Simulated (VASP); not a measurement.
Input of a VASP 6.6.1 run:

Contents of INCAR:

```
SYSTEM = NiSb
  ALGO = Normal
  EDIFF = 1E-6
  ENCUT = 520
  GGA = PE
  ISIF = 2
  ISMEAR = 0
  LASPH = .True.
  LCHARG = .True.
  LELF = .True.
  LREAL = .False.
  LVHAR = .True.
  LWAVE = .False.
  NBANDS = 23
  NELM = 100
  PREC = Accurate
  SIGMA = 0.05
```

The input KPOINTS:

```
k-points
0
Gamma
  12 12 8
  0 0 0
```

Contents of POSCAR:

```
NiSb
1.0
    3.9320457024      0.0000000000      0.0000000000
   -1.9660228512      3.4052514671      0.0000000000
    0.0000000000      0.0000000000      5.1094694307
Ni Sb
2 2
Direct
    0.0000000000      0.0000000000      0.0000000000
    0.0000000000      0.0000000000      0.5000000000
    0.3333333333      0.6666666667      0.2500000000
    0.6666666667      0.3333333333      0.7500000000
```

Potentials or basis: VASP PAW PBE potentials, release 64 (Ni, Sb).

Run with:

```console
$ cat potpaw_PBE.64/Ni/POTCAR potpaw_PBE.64/Sb/POTCAR > POTCAR
$ mpirun -np 1 vasp_std > vasp.out
```

Task: Estimate the band gap on the k mesh.

Result: Zero (band 15 reaches 12.14 eV, above the bottom of band 16 at 8.78 eV).

Task: What does it give for the pressure?

Result: 3.6 GPa.

Caveat: spin-orbit coupling is left out, which moves the levels of the heavy elements. Spin polarisation is off, so any magnetic state and its effect on volume and gap are missing.
